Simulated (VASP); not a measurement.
Input of a VASP 6.6.1 run:

The input INCAR:

```
ALGO     = Normal         # electronic algorithm
EDIFF    = 1E-6           # SCF threshold, eV
EDIFFG   = -0.005         # ionic threshold
ENCUT    = 600            # plane-wave cutoff, eV
GGA      = PE             # functional
IBRION   = 2              # ionic algorithm
ISIF     = 3              # what is computed and relaxed
ISMEAR   = -1             # smearing method
LASPH    = True           # aspherical terms in the spheres
LCHARG   = False          # write CHGCAR
LREAL    = False          # projectors in reciprocal space
LWAVE    = False          # write WAVECAR
NELM     = 80             # most SCF steps
NSW      = 32             # ionic steps
PREC     = Accurate       # precision mode
PSTRESS  = 480.0        
SIGMA    = 0.1            # smearing width, eV
```

The input KPOINTS:

```
k-points
0
Gamma
  9 9 12
```

POSCAR

```
Ru
1.0
    4.1110127905      0.0000000000      0.0000000000
   -2.0555063952      3.5602415119      0.0000000000
    0.0000000000      0.0000000000      2.5596104858
Ru
3
Direct
    0.0000000000      0.0000000000      0.0000000000
    0.3333333333      0.6666666667      0.5000000000
    0.6666666667      0.3333333333      0.5000000000
```

Potentials or basis: VASP PAW PBE potentials, release 64 (Ru_pv).

Run with:

```bash
$ cat potpaw_PBE.64/Ru_pv/POTCAR > POTCAR
$ mpirun -np 1 vasp_std > vasp.out
```

Q: Predict the space group after relaxing (to 0.05 Å).

A: P6/mmm (No. 191).

Q: Predict the relaxed cell.

A: a = 4.112 Å, b = 4.112 Å, c = 2.559 Å, α = 90.00°, β = 90.00°, γ = 120.00°.

Q: Estimate the band gap on the k mesh.

A: Zero (band 21 reaches 15.97 eV, above the bottom of band 22 at 13.13 eV).

Q: Predict the relaxed volume.

A: 12.49 Å³/atom.

Step by step:
| step | energy change (eV) | largest force (eV/Å) | pressure (GPa) | volume (Å³) |
| --- | --- | --- | --- | --- |
| 1 | 0.0000 | 0.0000 | 48.11 | 37.46 |
| 2 | -0.0139 | 0.0000 | 47.52 | 37.51 |
| 3 | -0.0045 | 0.0000 | 47.98 | 37.48 |

Caveat: the cell is relaxed towards a set pressure, so the enthalpy falls and the energy may rise.
